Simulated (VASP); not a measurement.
Input of a VASP 6.6.1 run:

POSCAR

```
Hg
1.0
    5.6351521648      0.0000000000      0.0992471502
    0.0000000000      5.5776418466      0.0000000000
   -2.6288452130      0.0000000000      4.6701544736
Hg
6
Direct
    0.0162738526      0.5112104862      0.5197390965
   -0.0018950147      0.0050957019     -0.0137990993
    0.3660852157      0.0002129932      0.6583966554
    0.6559138263      0.4980500858      0.8603048239
    0.6896240573      1.0058833382      0.3411522652
    0.3090502235      0.4966012656      0.1878581642
```

INCAR.step1

```
SYSTEM = Hg
  PREC = Accurate
  ENCUT = 520
  ISMEAR = -1
  SIGMA = 0.112
  LREAL = .False.
  LASPH = .True.
  NELM = 60
  NBANDS = 45
  GGA = PE
  ALGO = Normal
  EDIFF = 1E-4
  LWAVE = .True.
  LCHARG = .False.
```

INCAR.step2

```
SYSTEM = Hg
  PREC = Accurate
  ENCUT = 520
  EDIFF = 1E-7
  ISMEAR = -1
  SIGMA = 0.112
  LREAL = .False.
  LASPH = .True.
  NELM = 60
  ALGO = Normal
  ISIF = 2
  LWAVE = .False.
  LCHARG = .False.
  METAGGA = R2SCAN
  LMIXTAU = .True.
  NBANDS = 45
  ISTART = 1
```

File KPOINTS:

```
Automatic mesh
0
Gamma
  4 2 4
  0 0 0
```

Potentials or basis: VASP PAW PBE potentials, release 64 (Hg).

The run is started by

```sh
$ cat potpaw_PBE.64/Hg/POTCAR > POTCAR
$ cp INCAR.step1 INCAR
$ mpirun -np 1 vasp_std > vasp.out
$ cp INCAR.step2 INCAR
$ mpirun -np 1 vasp_std > vasp.out
```

Problem. Estimate the band gap on the k mesh.

Solution. Zero (bands 36 and 37 overlap by 0.75 eV).

Problem. Estimate the largest force.

Solution. 0.432 eV/Å.

Stress tensor (GPa, compression positive):
```
 3.25 -0.02  0.62
-0.02  3.28  0.01
 0.62  0.01  2.34
```

Caveat: the k points lie up to 0.56 Å⁻¹ apart, too coarse for converged energies and pressures of a metal; the atoms stand as in a frame of molecular dynamics; the PAW data sets were made with another functional, which shifts forces and pressure a little; spin-orbit coupling is left out, which moves the levels of the heavy elements.
